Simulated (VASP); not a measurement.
Set up this calculation in VASP 6.6.1, as the native input.

* Task: single point
* Functional: PBE
* Potentials or basis: VASP PAW PBE potentials, release 64 (Zn, S)
* Cutoff: 520 eV
* k mesh: 12 × 12 × 2
* Occupations: fermi-dirac, width 0.02 eV
* Spin: no spin polarisation
* Dipole correction: no
* Further INCAR settings: ALGO = Normal; EDIFF = 1e-07; NBANDS = 66

The structure of ZnS lies in POSCAR:

```
ZnS
1.0
    3.8084327919      0.0000000000      0.0000000000
   -1.9042163959      3.2981995464      0.0000000000
    0.0000000000      0.0000000000     18.6880104961
Zn S
6 6
Direct
    0.3333333333      0.6666666667      0.8332733122
    0.6666666667      0.3333333333      0.3332733122
    0.6666666667      0.3333333333      0.6668148654
    0.3333333333      0.6666666667      0.1668148654
    0.0000000000      0.0000000000      0.5000312016
    0.0000000000      0.0000000000      1.0000312016
    0.3333333333      0.6666666667      0.9581258908
    0.6666666667      0.3333333333      0.4581258908
    0.6666666667      0.3333333333      0.7916458914
    0.3333333333      0.6666666667      0.2916458914
    0.0000000000      0.0000000000      0.6251098285
    0.0000000000      0.0000000000      0.1251098285
```

One way to write it, as run:

INCAR

```
ALGO = Normal
EDIFF = 1E-7
ENCUT = 520
GGA = PE
ISIF = 2
ISMEAR = -1
LASPH = True
LCHARG = True
LELF = True
LREAL = False
LVHAR = True
LWAVE = False
NBANDS = 66
NELM = 80
PREC = Accurate
SIGMA = 0.02
```

KPOINTS

```
k-points
0
Gamma
  12 12 2
```

Potentials or basis: VASP PAW PBE potentials, release 64 (Zn, S).

The run is started by

```console
$ cat potpaw_PBE.64/Zn/POTCAR potpaw_PBE.64/S/POTCAR > POTCAR
$ mpirun -np 1 vasp_std > vasp.out
```

Results of the run:

```yaml
Pressure: 2.4 GPa
Largest_force: 0.004 eV/Å
Band_gap_on_the_k_mesh: 2.17 eV
```

It took 13 min on 1 thread of Intel(R) Xeon(R) Platinum 8259CL CPU @ 2.50GHz (Skylake/Cascade Lake), on a shared host, peak memory 0.58 GiB.
